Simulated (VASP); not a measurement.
# Si62C (a cell with a defect) in VASP: further runs

Runs on Si62C (a cell with a defect). Level: PBEsol. Tasks: single point.

Everything below comes from runs of VASP 6.6.1. Logs are shortened: lines on timing, memory, paths and dates and some standing lists are left out, and cuts for length are marked.

### 1 The cell of the first run

The cell holds a defect, 63 atoms: a = 10.860 Å, b = 10.860 Å, c = 10.860 Å, α = 90.00°, β = 90.00°, γ = 90.00°.

### 2 Single point, PBEsol, collinear spin, zero start

INCAR

```
  ALGO = Normal
  EDIFF = 1E-7
  ENCUT = 520
  GGA = PS
  ISIF = 2
  ISMEAR = -1
  ISPIN = 2
  LASPH = True
  LCHARG = False
  LORBIT = 11
  LREAL = Auto
  LWAVE = False
  MAGMOM = 0 0 0 0 0 0 0 0 0 0 0 0 0 0 0 0 0 0 0 0 0 0 0 0 0 0 0 0 0 0 0 0 0 0 0 0 0 0 0 0 0 0 0 0 0 0 0 0 0 0 0 0 0 0 0 0 0 0 0 0 0 0 0
  NBANDS = 167
  NELECT = 253.0
  NELM = 150
  PREC = Accurate
  SIGMA = 0.05
```

KPOINTS

```
k-points
0
Gamma
  1 1 1
```

POSCAR

```
Si62C
1.0
   10.8600000000      0.0000000000      0.0000000000
    0.0000000000     10.8600000000      0.0000000000
    0.0000000000      0.0000000000     10.8600000000
Si C
62 1
Direct
    0.4953974217      0.0008674033     -0.0004338858
    0.6224441989      0.1278759669      0.1214976059
    0.7439493554      0.2563476980     -0.0032846225
    0.8720643646      0.3779115101      0.1215417127
    0.7504587477      0.0028677716      0.2438327808
    0.8723011050      0.1275554328      0.3726731123
    0.1102604052      0.1191510129      0.1079852670
    0.2466648250      0.2496233886      0.0011988950
    0.3725764273      0.3749638122      0.1280789134
    0.4963632597      0.5034249540      0.0031810313
    0.6246751381      0.6270597606      0.1282134438
    0.7502505525      0.7530702578      0.0016999079
    0.8802415285      0.8889898711      0.1094423573
    0.2437673112      0.0014800184      0.2421425414
    0.3712613260      0.1251520258      0.3760559853
    0.4986034070      0.2506468692      0.2530564457
    0.6250124309      0.3748352670      0.3787646409
    0.7492543278      0.5013772560      0.2531651934
    0.8746992634      0.6287001842      0.3760399632
    0.4991081952      0.0013841621      0.5079901473
    0.6326389503      0.1227665746      0.6386536832
    0.7505325046      0.2494688766      0.5059532228
    0.8770139042      0.3685433702      0.6377302026
    0.7694285451      0.0023716390      0.7695985267
    0.9850064457      0.0132428177      0.9172369245
   -0.0007507366      0.5049643646     -0.0004304788
    0.1273434622      0.6308908840      0.1206537753
    0.2398530387      0.7604976980     -0.0108234807
    0.3694049724      0.8727994475      0.1206860958
   -0.0031282689      0.2490721915      0.2432766114
    0.1206770718      0.3782293738      0.3724763352
    0.2471335175      0.5035550645      0.2491275322
    0.3741873849      0.6256296501      0.3751476980
    0.4963320442      0.7528019337      0.2493089319
    0.6212537753      0.8794257827      0.3728520258
   -0.0024242173      0.0025866483      0.4971563536
    0.1218518416      0.1236397790      0.6254337937
    0.2451441068      0.2530758748      0.4986928177
    0.3736802947      0.3737755985      0.6246433702
    0.4992016575      0.5007972376      0.5015161142
    0.6260732044      0.6265394107      0.6245697053
    0.7467965930      0.7550185083      0.4985874770
    0.8763500000      0.8781109576      0.6251416206
    0.2264035912     -0.0114348987      0.7547964088
    0.3633297422      0.1180453039      0.8739128913
    0.4948360037      0.2460336096      0.7528347145
    0.6198907919      0.3801003683      0.8737753223
    0.7536759669      0.5054502762      0.7527418969
    0.8817389503      0.6366980663      0.8739302947
   -0.0014242173      0.7560689687      0.2427037753
    0.1230238490      0.8772137201      0.3715618785
   -0.0011777164      0.5011406998      0.5072940147
    0.1256642726      0.6308597606      0.6306657459
    0.2490209945      0.7513483425      0.4984316759
    0.3691256906      0.8746733886      0.6310556169
   -0.0024485267      0.2331410681      0.7678001842
    0.1225091160      0.3757294659      0.8764552486
    0.2504075506      0.5005846225      0.7501438306
    0.3716643646      0.6285069061      0.8784515654
    0.4997536832      0.7500061694      0.7502859116
    0.6248683241      0.8776393186      0.8767309392
    0.0112601289      0.7732799263      0.7544085635
    0.0913700737     -0.0918046041     -0.1720625230
```

Potentials or basis: VASP PAW PBE potentials, release 64 (Si, C).

Started as:

```sh
> cat potpaw_PBE.64/Si/POTCAR potpaw_PBE.64/C/POTCAR > POTCAR
> mpirun -np 1 vasp_gam > vasp.out
```

OUTCAR:

```text
EDIFF = 1E-7
   ENCUT = 520
   GGA = PS
   ISIF = 2
   ISMEAR = -1
   ISPIN = 2
   LASPH = True
   LORBIT = 11
   LREAL = Auto
   NELECT = 253.0
   NELM = 150
   PREC = Accurate

 ion  position               nearest neighbor table
   1  0.495  0.001  1.000-  29 2.35  45 2.35  61 2.36   2 2.36
   2  0.622  0.128  0.121-   3 2.35   5 2.35   1 2.36  16 2.37
   3  0.744  0.256  0.997-  47 2.32   4 2.35   2 2.35
   4  0.872  0.378  0.122-   3 2.35  30 2.35  26 2.36  18 2.37
   5  0.750  0.003  0.244-   2 2.35   6 2.35  13 2.38  35 2.39
   6  0.872  0.128  0.373-  36 2.35   5 2.35  30 2.36  22 2.37
   7  0.110  0.119  0.108-   8 2.36  30 2.38  14 2.42  25 2.73
   8  0.247  0.250  0.001-  57 2.35   7 2.36  45 2.36   9 2.37
   9  0.373  0.375  0.128-  32 2.35  16 2.35  10 2.37   8 2.37
[... 13 lines left out ...]
  23  0.877  0.369  0.638-  48 2.36  22 2.37  52 2.41  56 2.42
  24  0.769  0.002  0.770-  43 2.37  61 2.38  21 2.44  25 2.84
  25  0.985  0.013  0.917-  63 1.89   7 2.73  13 2.73  24 2.84  56 2.89
  26  0.999  0.505  1.000-  27 2.35  49 2.35  57 2.36   4 2.36
  27  0.127  0.631  0.121-  28 2.35  26 2.35  32 2.36  50 2.36
  28  0.240  0.760  0.989-  29 2.35  27 2.35  59 2.36
  29  0.369  0.873  0.121-  28 2.35   1 2.35  34 2.36  14 2.36
  30  0.997  0.249  0.243-   4 2.35   6 2.36   7 2.38  31 2.40
  31  0.121  0.378  0.372-  32 2.35  38 2.36  52 2.38  30 2.40
  32  0.247  0.504  0.249-  31 2.35   9 2.35  33 2.35  27 2.36
  33  0.374  0.626  0.375-  54 2.35  32 2.35  34 2.35  40 2.36
  34  0.496  0.753  0.249-  35 2.35  33 2.35  11 2.35  29 2.36
[... 26 lines left out ...]
  61  0.625  0.878  0.877-  12 2.35   1 2.36  60 2.38  24 2.38
  62  0.011  0.773  0.754-  63 1.88  43 2.33  53 2.40  49 2.42
  63  0.091  0.908  0.828-  62 1.88  44 1.88  25 1.89

  LATTYP: Found a simple cubic cell.
 ALAT       =    10.8600000000

  Lattice vectors:

 A1 = (  10.8600000000,   0.0000000000,   0.0000000000)
 A2 = (   0.0000000000,  10.8600000000,   0.0000000000)
 A3 = (   0.0000000000,   0.0000000000,  10.8600000000)

Analysis of symmetry for initial positions (statically):
=====================================================================
 Subroutine PRICEL returns:
 Original cell was already a primitive cell.

 Routine SETGRP: Setting up the symmetry group for a
 simple cubic supercell.

 Subroutine GETGRP returns: Found  1 space group operations
 (whereof  1 operations were pure point group operations)
 out of a pool of 48 trial point group operations.

The static configuration has the point symmetry C_1 .

Analysis of symmetry for dynamics (positions and initial velocities):
=====================================================================
 Subroutine PRICEL returns:
[... 266 lines left out ...]
  ---------------------------------------------------
  free energy    TOTEN  =      -348.06353748 eV

  energy without entropy =     -347.93239409  energy(sigma->0) =     -347.99796579

 E-fermi :   5.8896     XC(G=0):  -9.4895

 val. band max:        5.7132151108   @ k =   0.0000   0.0000   0.0000
 cond. band min:       5.9332822256   @ k =   0.0000   0.0000   0.0000
 fundamental gap:      0.2200671147
 Fermi energy:         5.8895747603

 spin component 1

 k-point     1 :       0.0000    0.0000    0.0000
  band No.  band energies     occupation
      1      -6.8348      1.00000
      2      -6.1518      1.00000
      3      -5.2608      1.00000
      4      -5.2455      1.00000
      5      -5.2172      1.00000
      6      -5.2059      1.00000
[... 130 lines left out ...]
    137       6.6692      0.00000
    138       6.7355      0.00000
 Fermi energy:         5.8895747603

 spin component 2

 k-point     1 :       0.0000    0.0000    0.0000
  band No.  band energies     occupation
      1      -6.8348      1.00000
      2      -6.1518      1.00000
      3      -5.2608      1.00000
      4      -5.2455      1.00000
      5      -5.2172      1.00000
      6      -5.2059      1.00000
[... 130 lines left out ...]
    137       6.6692      0.00000
    138       6.7355      0.00000
 [bands above 138 left out]

------------------------ aborting loop because EDIFF is reached ----------------------------------------

  FORCE on cell =-STRESS in cart. coord.  units (eV):
  Direction    XX          YY          ZZ          XY          YZ          ZX
  --------------------------------------------------------------------------------------
  -------------------------------------------------------------------------------------
  Total       -3.9783655     -3.7402760     -3.6265141     -5.1977546      1.5984938     -1.6915730
  in kB       -4.9765204     -4.6786952     -4.5363910     -6.5018490      1.9995491     -2.1159814
  external PRESSURE =      -4.7305355 kB  Pullay stress =       0.0000000 kB

 VOLUME and BASIS-vectors are now :
 -----------------------------------------------------------------------------
  energy-cutoff  :      520.00
  volume of cell :     1280.82
      direct lattice vectors                 reciprocal lattice vectors
    10.860000000  0.000000000  0.000000000     0.092081031  0.000000000  0.000000000
     0.000000000 10.860000000  0.000000000     0.000000000  0.092081031  0.000000000
     0.000000000  0.000000000 10.860000000     0.000000000  0.000000000  0.092081031

 POSITION                                       TOTAL-FORCE (eV/Angst)
 -----------------------------------------------------------------------------------
      5.38002      0.00942     10.85529        -0.001308      0.008195     -0.005787
      6.75974      1.38873      1.31946        -0.005180      0.002801      0.010192
      8.07929      2.78394     10.82433        -0.006047      0.001838      0.014242
      9.47062      4.10412      1.31994         0.001273      0.004349      0.004112
      8.14998      0.03114      2.64802         0.005326     -0.004063     -0.021312
      9.47319      1.38525      4.04723        -0.002484      0.004080     -0.007496
[... 55 lines left out ...]
      0.12228      8.39782      8.19288         0.003302     -0.028291     -0.001520
      0.99228      9.86300      8.99140         0.097500     -0.101034      0.119485
 -----------------------------------------------------------------------------------
    total drift:                               -0.017906      0.019368      0.029044

  FREE ENERGIE OF THE ION-ELECTRON SYSTEM (eV)
  ---------------------------------------------------
  free  energy   TOTEN  =      -348.0635374850 eV

  energy  without entropy=     -347.9323940911  energy(sigma->0) =     -347.99796579

 total charge

# of ion       s       p       d       tot
------------------------------------------
    1        0.741   0.955   0.000   1.696
    2        0.743   0.942   0.000   1.685
    3        0.786   0.874   0.000   1.660
    4        0.743   0.943   0.000   1.686
    5        0.743   0.938   0.000   1.681
    6        0.740   0.955   0.000   1.695
[... 55 lines left out ...]
   62        0.729   0.923   0.000   1.652
   63        0.851   1.528   0.000   2.379
--------------------------------------------------
tot         47.210  59.069   0.000 106.279

 magnetization (x)

# of ion       s       p       d       tot
------------------------------------------
    1       -0.000  -0.000   0.000  -0.000
    2       -0.000   0.000   0.000   0.000
    3        0.000   0.000   0.000   0.000
    4       -0.000   0.000   0.000  -0.000
    5       -0.000   0.000   0.000  -0.000
    6       -0.000  -0.000   0.000  -0.000
[... 55 lines left out ...]
   62       -0.000  -0.000   0.000  -0.000
   63        0.000  -0.000   0.000  -0.000
--------------------------------------------------
tot         -0.000   0.000   0.000  -0.000
```

Wall time 13 min (1 thread of Intel Xeon Platinum 8259CL at 2.50GHz (Skylake/Cascade Lake), shared host); peak memory 1.5 GiB.

What came out:

```yaml
Free_energy: -348.0635 eV
Largest_force: 0.215 eV/Å
Net_moment: 0.00 μB per cell
Valence_electrons_inside_the_program's_atomic_spheres: Si 1.70, 1.69, 1.66, 1.68, 1.63, 1.67, 1.61, 1.53, 1.65 (each value once); C 2.38
```

Forces in eV/Å, atoms in the order of the input:
```
Si  -0.001  0.008 -0.006
Si  -0.005  0.003  0.010
Si  -0.006  0.002  0.014
Si   0.001  0.004  0.004
Si   0.005 -0.004 -0.021
Si  -0.002  0.004 -0.007
Si   0.000  0.004 -0.028
Si   0.000  0.008  0.001
Si   0.007  0.012 -0.006
Si  -0.009  0.006 -0.017
Si  -0.008 -0.004 -0.001
Si  -0.011 -0.007 -0.002
Si   0.005  0.020 -0.061
Si  -0.008  0.024 -0.025
Si  -0.012  0.001  0.000
Si  -0.009  0.006 -0.004
Si   0.004 -0.004 -0.002
Si  -0.007  0.007 -0.002
Si  -0.011  0.015  0.000
Si  -0.001  0.013 -0.019
Si   0.014 -0.017 -0.001
Si  -0.004  0.004 -0.003
Si   0.010 -0.008 -0.006
Si   0.010  0.021  0.006
Si   0.019 -0.036  0.211
Si  -0.010 -0.003 -0.006
Si  -0.014 -0.006  0.010
Si  -0.027  0.026 -0.013
Si   0.009  0.015  0.008
Si   0.013 -0.007 -0.021
Si  -0.010 -0.013  0.000
Si  -0.003 -0.001 -0.008
Si  -0.004  0.003 -0.004
Si  -0.001  0.003 -0.010
Si   0.014  0.003 -0.001
Si  -0.003  0.000 -0.019
Si  -0.021 -0.010  0.024
Si  -0.016 -0.011  0.016
Si   0.001  0.000 -0.003
Si   0.000  0.000 -0.011
Si   0.000  0.000 -0.004
Si   0.011  0.014  0.015
Si   0.007  0.023  0.023
Si   0.026 -0.004 -0.001
Si  -0.001  0.001 -0.009
Si   0.005 -0.004 -0.014
Si  -0.003  0.005 -0.002
Si   0.004 -0.006 -0.014
Si  -0.003  0.003 -0.007
Si  -0.010  0.006 -0.025
Si  -0.003  0.004 -0.011
Si   0.000  0.003 -0.020
Si  -0.012 -0.007 -0.010
Si  -0.004  0.001 -0.010
Si   0.008  0.013 -0.010
Si  -0.018 -0.019  0.018
Si  -0.013  0.002  0.000
Si   0.004 -0.003 -0.017
Si  -0.004  0.007 -0.007
Si  -0.002  0.000 -0.011
Si   0.001  0.011 -0.002
Si   0.003 -0.028 -0.002
C    0.098 -0.101  0.119
```

Levels at points of the mesh, in eV from the Fermi level:
Spin up:
```csv
k point,band 123,band 124,band 125,band 126,band 127,band 128,band 129,band 130
"(0.00, 0.00, 0.00)",-0.79,-0.68,-0.46,-0.18,0.04,0.06,0.31,0.32
```
Spin down:
| k point | band 122 | band 123 | band 124 | band 125 | band 126 | band 127 | band 128 | band 129 | band 130 | band 131 |
| --- | --- | --- | --- | --- | --- | --- | --- | --- | --- | --- |
| (0.00, 0.00, 0.00) | -1.12 | -0.79 | -0.68 | -0.46 | -0.18 | 0.04 | 0.06 | 0.31 | 0.32 | 0.35 |

Caveat: the k points lie up to 0.58 Å⁻¹ apart; the cell carries a net charge on a neutralising background, which shifts energy and pressure; the cell is charged against a uniform background, so pressure and absolute levels hang on convention; the PAW data sets were made with another functional, which shifts forces and pressure a little.

(Continued in part 2 of 2.)
